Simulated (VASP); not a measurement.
Set up this calculation in VASP 6.6.1, as the native input.

| Quantity | Value |
| --- | --- |
| Task | single point |
| Functional | PBE |
| Potentials or basis | VASP PAW PBE potentials, release 64 (Ti_sv, W_sv) |
| Cutoff | 520 eV |
| k mesh | 12 × 12 × 16 |
| Occupations | gaussian, width 0.1 eV |
| Spin | no spin polarisation |
| Dipole correction | no |
| Further INCAR settings | ALGO = Fast; EDIFF = 1e-07; NBANDS = 27 |

The structure of TiW2 lies in POSCAR:

```
TiW2
1.0
    4.6204876981      0.0000000000      0.0000000000
   -2.3102438490      4.0014597244      0.0000000000
    0.0000000000      0.0000000000      2.8737834432
Ti W
1 2
Direct
    0.0000000000      0.0000000000      0.0000000000
    0.3333333333      0.6666666667      0.3556422150
    0.6666666667      0.3333333333      0.6443577850
```

One way to write it, as run:

INCAR

```
ALGO = Fast
EDIFF = 1E-7
ENCUT = 520
GGA = PE
ISIF = 2
ISMEAR = 0
LASPH = T
LCHARG = F
LREAL = F
LWAVE = F
NBANDS = 27
NELM = 100
PREC = Accurate
SIGMA = 0.1
```

KPOINTS

```
k-points
0
Gamma
  12 12 16
```

Potentials or basis: VASP PAW PBE potentials, release 64 (Ti_sv, W_sv).

Run with:

```bash
$ cat potpaw_PBE.64/Ti_sv/POTCAR potpaw_PBE.64/W_sv/POTCAR > POTCAR
$ mpirun -np 1 vasp_std > vasp.out
```

Results of the run:

* Pressure: -17.7 GPa
* Largest force: 0.006 eV/Å
* Band gap on the k mesh: zero (bands 20 and 21 overlap by 0.92 eV)

Caveat: the cell stands under tension; spin-orbit coupling is left out, which moves the levels of the heavy elements.

It took 22 min on 1 thread of Oxide Virtual Turin-like Processor, with other jobs on the host, peak memory 0.39 GiB.
